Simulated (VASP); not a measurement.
Runs of VASP 6.6.1 on Hf. The structure is that of space group Im-3m (No. 229), or close to it. The cells are those of the table. 

```tsv
cell	k mesh	gap on the mesh (eV)	pressure (GPa)
a = 3.011 Å, angles 109.5°, 1 atom	14 × 14 × 14	none	8.8
a = 3.095 Å, angles 109.5°, 1 atom	20 × 20 × 20	none	-0.4
a = 3.095 Å, angles 109.5°, 1 atom	14 × 14 × 14	none	-0.4
a = 3.054 Å, angles 109.5°, 1 atom	14 × 14 × 14	none	3.8
a = 3.176 Å, angles 109.5°, 1 atom	14 × 14 × 14	none	-6.8
a = 3.136 Å, angles 109.5°, 1 atom	14 × 14 × 14	none	(a)
a = 3.215 Å, angles 109.5°, 1 atom	14 × 14 × 14	none	-9.3
a = 2.966 Å, angles 109.5°, 1 atom	14 × 14 × 14	none	(b)
```

Alike in all rows: task single point; level revPBE; potentials or basis VASP PAW PBE potentials, release 64 (Hf_pv); no spin polarisation; cutoff (eV) 520; smearing fermi-dirac 0.1 eV.

Problem. Estimate the missing entries.

Solution. (a) -3.9; (b) 14.7.

Caveats: the PAW data sets were made with another functional, which shifts forces and pressure a little; spin-orbit coupling is left out, which moves the levels of the heavy elements.

A k mesh can miss the band edges, and the runs leave out spin-orbit coupling on Hf.

A gap of «none» marks levels without a gap at the run's occupations.
